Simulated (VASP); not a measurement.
A run of VASP 6.6.1 is set up as follows.

INCAR

```
PREC     = Accurate       # precision mode
ENCUT    = 520            # plane-wave cutoff, eV
EDIFF    = 1E-6           # SCF threshold, eV
ISMEAR   = 0              # smearing method
SIGMA    = 0.1            # smearing width, eV
LREAL    = False          # projectors in reciprocal space
LASPH    = True           # aspherical terms in the spheres
NELM     = 80             # most SCF steps
ALGO     = Normal         # electronic algorithm
ISIF     = 2              # what is computed and relaxed
LWAVE    = False          # write WAVECAR
LCHARG   = True           # write CHGCAR
GGA      = PE             # functional
LELF     = True           # ELF
LVHAR    = True         
NBANDS   = 8              # bands
```

KPOINTS

```
regular mesh
0
Gamma
  14 14 14
```

POSCAR

```
Sb
1.0
    3.0790403078      0.0000000000      0.0000000000
    0.0000000000      3.0790403078      0.0000000000
    0.0000000000      0.0000000000      3.0790403078
Sb
1
Direct
    0.0000000000      0.0000000000      0.0000000000
```

Potentials or basis: VASP PAW PBE potentials, release 64 (Sb).

Launch:

```sh
$ cat potpaw_PBE.64/Sb/POTCAR > POTCAR
$ mpirun -np 1 vasp_std > vasp.out
```

Task: What does it give for the pressure?

Result: 1.7 GPa.
